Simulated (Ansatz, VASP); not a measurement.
## Os in VASP and in Ansatz

File INCAR:

```
PREC     = Accurate       # precision mode
ENCUT    = 520            # plane-wave cutoff, eV
EDIFF    = 1E-7           # SCF threshold, eV
ISMEAR   = -1             # smearing method
SIGMA    = 0.08           # smearing width, eV
LREAL    = False          # projectors in reciprocal space
LASPH    = True           # aspherical terms in the spheres
NELM     = 60             # most SCF steps
ALGO     = Normal         # electronic algorithm
ISIF     = 2              # what is computed and relaxed
LWAVE    = False          # write WAVECAR
LCHARG   = True           # write CHGCAR
GGA      = PE             # functional
LELF     = True           # ELF
LVHAR    = True         
NBANDS   = 15             # bands
```

File KPOINTS:

```
regular mesh
0
Gamma
  13 13 13
```

POSCAR

```
Os
1.0
    0.0000000000      2.4429532631      2.4429532631
    2.4429532631      0.0000000000      2.4429532631
    2.4429532631      2.4429532631      0.0000000000
Os
2
Direct
   -0.1250000000     -0.1250000000     -0.1250000000
    0.1250000000      0.1250000000      0.1250000000
```

Input for Ansatz:

```yaml
crystal:
  lattice:
    - [0.0, 2.4429532631, 2.4429532631]
    - [2.4429532631, 0.0, 2.4429532631]
    - [2.4429532631, 2.4429532631, 0.0]
  atoms:
    - { symbol: Os, position: [-0.125, -0.125, -0.125] }
    - { symbol: Os, position: [0.125, 0.125, 0.125] }
kpoints:
  mp_grid: { grid: [13, 13, 13] }
scf:
  occupations: { method: fermi_dirac, width: 0.08 }
hamiltonian:
  xc: pbe
  pseudopotentials: { kind: all_electron, lapw: { basis_error: 0.001 } }
output:
  forces: true
  stress: true
  eigenvalues: true
  populations: true
```

Change from the starting cell: volume scaled by 0.68, LAPW.

Alike in both runs: task single point; functional PBE; k mesh 13 × 13 × 13; occupations fermi-dirac, width 0.08 eV; no spin polarisation.

```csv
,VASP,Ansatz
version,VASP 6.6.1,Ansatz 0.2.0
potentials or method,"VASP PAW PBE potentials, release 64 (Os), cutoff 520 eV","all-electron LAPW, scalar-relativistic"
```

```tsv
	VASP	Ansatz	Ansatz less VASP
pressure (GPa)	176.6	185.9	+9.24
```

Both programs put the cell under a high pressure, so it lies far from rest at this level. Ansatz ran all-electron here, and VASP with PAW potentials.

Neither program's run includes spin-orbit coupling. Noted on VASP's run: the cell as given lies far from equilibrium.
